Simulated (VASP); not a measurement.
# Ta2C (P-3m1) in VASP: further runs, part 2 of 2

VASP 6.6.1.

### 5 Single point, PBEsol (biaxial strain in the a-b plane: +3.0 %)

Input file INCAR:

```
PREC = Accurate
ENCUT = 520
EDIFF = 1E-6
ISMEAR = 0
SIGMA = 0.1
LREAL = F
LASPH = T
NELM = 80
ALGO = Normal
ISIF = 2
LWAVE = F
LCHARG = T
GGA = PS
LELF = T
LVHAR = T
NBANDS = 20
```

Input file KPOINTS:

```
Automatic mesh
0
Gamma
  18 18 10
```

Input file POSCAR:

```
Ta2C
1.0
    3.1881597174      0.0000000000      0.0000000000
   -1.5940798587      2.7610273066      0.0000000000
    0.0000000000      0.0000000000      4.8325008499
Ta C
2 1
Direct
    0.3333333333      0.6666666667      0.2516825963
    0.6666666667      0.3333333333      0.7483174037
    0.0000000000      0.0000000000      0.0000000000
```

Potentials or basis: VASP PAW PBE potentials, release 64 (Ta_pv, C).

On the command line:

```
$ cat potpaw_PBE.64/Ta_pv/POTCAR potpaw_PBE.64/C/POTCAR > POTCAR
$ mpirun -np 1 vasp_std > vasp.out
```

OUTCAR:

```text
PREC = Accurate
   ENCUT = 520
   EDIFF = 1E-6
   ISMEAR = 0
   LREAL = F
   LASPH = T
   NELM = 80
   ISIF = 2
   GGA = PS

 ion  position               nearest neighbor table
   1  0.333  0.667  0.252-   3 2.21   3 2.21   3 2.21   2 3.02   2 3.02   2 3.02   2 3.05   2 3.05
                             2 3.05
   2  0.667  0.333  0.748-   3 2.21   3 2.21   3 2.21   1 3.02   1 3.02   1 3.02   1 3.05   1 3.05
                             1 3.05
   3  0.000  0.000  0.000-   1 2.21   2 2.21   2 2.21   1 2.21   2 2.21   1 2.21

  LATTYP: Found a hexagonal cell.
 ALAT       =     3.1881597174
 C/A-ratio  =     1.5157649799

  Lattice vectors:

 A1 = (   3.1881597174,   0.0000000000,   0.0000000000)
 A2 = (  -1.5940798587,   2.7610273066,   0.0000000000)
 A3 = (   0.0000000000,   0.0000000000,   4.8325008499)

Analysis of symmetry for initial positions (statically):
=====================================================================
 Subroutine PRICEL returns:
 Original cell was already a primitive cell.

 Routine SETGRP: Setting up the symmetry group for a
 hexagonal supercell.

[... 162 lines left out ...]
  ext. energy  EPLUGINS =         0.00000000
  ---------------------------------------------------
  free energy    TOTEN  =       -36.58644954 eV

  energy without entropy =      -36.58244198  energy(sigma->0) =      -36.58444576

 E-fermi :   6.0853     XC(G=0): -12.7289

 val. band max:        6.0772408976   @ k =   0.1111   0.0556   0.1000
 cond. band min:       6.0906179708   @ k =  -0.1111   0.2778   0.3000
 fundamental gap:      0.0133770732
 Fermi energy:         6.0853141305

 k-point     1 :       0.0000    0.0000    0.0000
  band No.  band energies     occupation
      1     -28.6890      2.00000
      2     -28.1142      2.00000
      3     -28.1142      2.00000
      4     -27.9824      2.00000
      5     -27.9824      2.00000
      6     -27.8215      2.00000
[... 541 lines left out ...]
     19      11.3598      0.00000
     20      12.0816      0.00000

 [... further k-points ...]
[... 5 lines left out ...]
  --------------------------------------------------------------------------------------
  -------------------------------------------------------------------------------------
  Total       -3.9474927     -3.9474927      0.2260951     -0.0000000      0.0000000      0.0000000
  in kB     -148.6788550   -148.6788550      8.5156745     -0.0000000      0.0000000      0.0000000
  external PRESSURE =     -96.2806785 kB  Pullay stress =       0.0000000 kB

 VOLUME and BASIS-vectors are now :
 -----------------------------------------------------------------------------
  energy-cutoff  :      520.00
  volume of cell :       42.54
      direct lattice vectors                 reciprocal lattice vectors
     3.188159717  0.000000000  0.000000000     0.313660572  0.181092016  0.000000000
    -1.594079859  2.761027307  0.000000000     0.000000000  0.362184031  0.000000000
     0.000000000  0.000000000  4.832500850     0.000000000  0.000000000  0.206932193

 POSITION                                       TOTAL-FORCE (eV/Angst)
 -----------------------------------------------------------------------------------
     -0.00000      1.84068      1.21626        -0.000000      0.000000     -0.044390
      1.59408      0.92034      3.61624         0.000000     -0.000000      0.044390
      0.00000      0.00000      0.00000        -0.000000      0.000000     -0.000000
 -----------------------------------------------------------------------------------
    total drift:                                0.000000     -0.000000      0.000000

  FREE ENERGIE OF THE ION-ELECTRON SYSTEM (eV)
  ---------------------------------------------------
  free  energy   TOTEN  =       -36.5864495449 eV

  energy  without entropy=      -36.5824419758  energy(sigma->0) =      -36.58444576
```

stdout:

```text
POSCAR found type information on POSCAR TaC
 POSCAR found :  2 types and       3 ions
 scaLAPACK will be used
 -----------------------------------------------------------------------------
|                                                                             |
|                                                                             |
|     You enforced a specific xc type in the INCAR file but a different       |
|     I HOPE YOU KNOW WHAT YOU ARE DOING!                                     |
|                                                                             |
 -----------------------------------------------------------------------------

 LDA part: xc-table for (Slater+PW92), standard interpolation
 POSCAR, INCAR and KPOINTS ok, starting setup
 FFT: planning ... GRIDC
 FFT: planning ... GRID_SOFT
 FFT: planning ... GRID
 WAVECAR not read
 entering main loop
```

Wall time 2.3 min (1 thread of Intel Xeon Platinum 8259CL at 2.50GHz (Skylake/Cascade Lake), shared host); peak memory 0.36 GiB.

Results:

- Free energy: -36.5864 eV
- Pressure: -9.6 GPa
- Largest force: 0.044 eV/Å
- Band gap on the k mesh: zero (bands 13 and 14 overlap by 0.96 eV)

Forces on the atoms (eV/Å):
```
Ta   0.000  0.000 -0.044
Ta   0.000  0.000  0.044
C    0.000  0.000  0.000
```

Stress tensor (GPa, compression positive):
```
-14.87   0.00   0.00
  0.00 -14.87   0.00
  0.00   0.00   0.85
```

Levels at points of the mesh, in eV from the Fermi level:
```csv
k point,band 9,band 10,band 11,band 12,band 13,band 14,band 15,band 16,band 17,band 18
"(0.00, 0.00, 0.00)",-3.66,-3.66,-2.75,0.48,0.56,0.56,0.82,0.82,2.37,2.37
"(0.50, 0.00, 0.00)",-3.99,-3.92,-3.49,-1.82,-0.24,2.98,3.87,4.45,4.58,4.98
"(0.00, 0.00, 0.50)",-3.94,-3.94,-1.30,-1.27,-0.40,-0.40,2.92,2.92,3.55,3.55
"(0.50, 0.00, 0.50)",-4.22,-3.55,-2.23,-1.18,-1.00,1.41,1.93,3.80,4.40,4.42
```

Caveat: the cell differs from its parent crystal (biaxial strain in the a-b plane: +3.0 %); the cell stands under tension; the PAW data sets were made with another functional, which shifts forces and pressure a little; spin-orbit coupling is left out, which moves the levels of the heavy elements.

### 6 Single point, PBEsol (biaxial strain in the a-b plane: +3.0 %, then relaxed in part)

Input file INCAR:

```
SYSTEM = Ta2C
  PREC = Accurate
  ENCUT = 520
  EDIFF = 1E-6
  ISMEAR = 0
  SIGMA = 0.1
  LREAL = .False.
  LASPH = .True.
  NELM = 60
  ALGO = Normal
  ISIF = 2
  LWAVE = .False.
  LCHARG = .False.
  GGA = PS
  NBANDS = 20
```

Input file KPOINTS:

```
Automatic mesh
0
Gamma
  18 18 10
  0 0 0
```

Input file POSCAR:

```
Ta2C
1.0
    3.1881597174      0.0000000000      0.0000000000
   -1.5940798587      2.7610273066      0.0000000000
    0.0000000000      0.0000000000      4.8393315331
Ta C
2 1
Direct
    0.3333333333      0.6666666667      0.2510079770
    0.6666666667      0.3333333333      0.7489920230
    0.0000000000      0.0000000000      0.0000000000
```

Potentials or basis: VASP PAW PBE potentials, release 64 (Ta_pv, C).

On the command line:

```
$ cat potpaw_PBE.64/Ta_pv/POTCAR potpaw_PBE.64/C/POTCAR > POTCAR
$ mpirun -np 1 vasp_std > vasp.out
```

Wall time 2.4 min (1 thread of Intel Xeon Platinum 8259CL at 2.50GHz (Skylake/Cascade Lake), shared host); peak memory 0.35 GiB.

The run converged. Its results:

```
Free energy            : -36.5867 eV
Pressure               : -9.8 GPa
Largest force          : 0.040 eV/Å
Band gap on the k mesh : zero (bands 13 and 14 overlap by 0.95 eV)
```

Forces in eV/Å, atoms in the order of the input:
```
Ta   0.000  0.000  0.040
Ta   0.000  0.000 -0.040
C    0.000  0.000  0.000
```

Stress tensor (GPa, compression positive):
```
-14.88   0.00   0.00
  0.00 -14.88   0.00
  0.00   0.00   0.35
```

Levels at points of the mesh, in eV from the Fermi level:
```
           k point  band 11  band 12  band 13  band 14  band 15  band 16
(0.00, 0.00, 0.00)    -2.75     0.47     0.55     0.55     0.83     0.83
(0.50, 0.00, 0.00)    -3.48    -1.81    -0.25     2.98     3.87     4.43
(0.00, 0.00, 0.50)    -1.30    -1.28    -0.40    -0.40     2.90     2.90
(0.50, 0.00, 0.50)    -2.24    -1.18    -1.00     1.43     1.95     3.79
```

Caveat: the cell differs from its parent crystal (biaxial strain in the a-b plane: +3.0 %, then relaxed in part); the cell stands under tension; the PAW data sets were made with another functional, which shifts forces and pressure a little; spin-orbit coupling is left out, which moves the levels of the heavy elements.

### 7 The runs side by side

```tsv
cell	gap on the mesh (eV)	pressure (GPa)	largest force (eV/Å)
a = 3.126, b = 3.126, c = 4.892 Å, angles 90.0, 90.0, 120.0°, 3 atoms	none	-3.3	0.04
a = 3.157, b = 3.157, c = 4.866 Å, angles 90.0, 90.0, 120.0°, 3 atoms	none	-6.7	0.04
a = 3.157, b = 3.157, c = 4.862 Å, angles 90.0, 90.0, 120.0°, 3 atoms	none	-6.6	0.04
a = 3.188, b = 3.188, c = 4.833 Å, angles 90.0, 90.0, 120.0°, 3 atoms	none	-9.6	0.04
a = 3.188, b = 3.188, c = 4.839 Å, angles 90.0, 90.0, 120.0°, 3 atoms	none	-9.8	0.04
```

Alike in all rows: task single point; level PBEsol; potentials or basis VASP PAW PBE potentials, release 64 (Ta_pv, C); no spin polarisation; k mesh 18 × 18 × 10; cutoff (eV) 520; smearing gaussian 0.1 eV.

Caveats: the cell stands under tension; the PAW data sets were made with another functional, which shifts forces and pressure a little; spin-orbit coupling is left out, which moves the levels of the heavy elements.

Absolute energies hang on the potentials; compare differences alone.
